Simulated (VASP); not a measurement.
SiNi2, 3 atoms in the cell. Symmetry: Fm-3m, No. 225, cubic system. Conventional cell: a = 5.309 Å, b = 5.309 Å, c = 5.309 Å, α = 90.00°, β = 90.00°, γ = 90.00°. Si (site symmetry m-3m) has 8 Ni at 2.30 Å within 3.0 Å. Within 3.0 Å of Ni (site symmetry -43m) lie 4 Si at 2.30 Å and 6 Ni at 2.65 Å. The cell was built from a structure type or drawn by symmetry, and may not be a known phase.

- Program: VASP 6.6.1
- Task: single point
- Functional: PBE
- Potentials or basis: VASP PAW PBE potentials, release 64 (Si, Ni)
- Cutoff: 600 eV
- k mesh: 6 × 6 × 6
- Occupations: gaussian, width 0.1 eV
- Spin: collinear spin, ferromagnetic start
- Starting moments: [0.0, 2.0, 2.0] μB
- Dipole correction: no
- Further INCAR settings: ALGO = Normal; EDIFF = 1e-06; NBANDS = 23

Potentials or basis: VASP PAW PBE potentials, release 64 (Si, Ni).

The run is started by

```sh
$ cat potpaw_PBE.64/Si/POTCAR potpaw_PBE.64/Ni/POTCAR > POTCAR
$ mpirun -np 1 vasp_std > vasp.out
```

Hardware: 1 thread of Intel Xeon 8259CL (shared host).

Q: Estimate the wall time of this run.

A: It took 81 s on 1 thread of Intel Xeon 8259CL (shared host), peak memory 0.2 GiB. Counts: scf iterations 15, k points 16.
